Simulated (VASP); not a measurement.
A run of VASP 6.6.1 is set up as follows.

Contents of INCAR:

```
SYSTEM = Ag
  ALGO = Normal
  EDIFF = 1E-6
  ENCUT = 520
  GGA = PE
  ISIF = 2
  ISMEAR = -1
  LASPH = .TRUE.
  LCHARG = .FALSE.
  LREAL = .FALSE.
  LWAVE = .FALSE.
  NBANDS = 12
  NELM = 80
  PREC = Accurate
  SIGMA = 0.06122561905347299
```

File KPOINTS:

```
k-points
0
G
  45 45 45
  0 0 0
```

POSCAR

```
Ag
1.0
    0.0000000000      2.0458469607      2.0458469607
    2.0458469607      0.0000000000      2.0458469607
    2.0458469607      2.0458469607      0.0000000000
Ag
1
Direct
    0.0000000000      0.0000000000      0.0000000000
```

Potentials or basis: VASP PAW PBE potentials, release 64 (Ag).

Command:

```sh
$ cat potpaw_PBE.64/Ag/POTCAR > POTCAR
$ mpirun -np 1 vasp_std > vasp.out
```

Problem. Estimate the pressure.

Solution. 4.0 GPa.
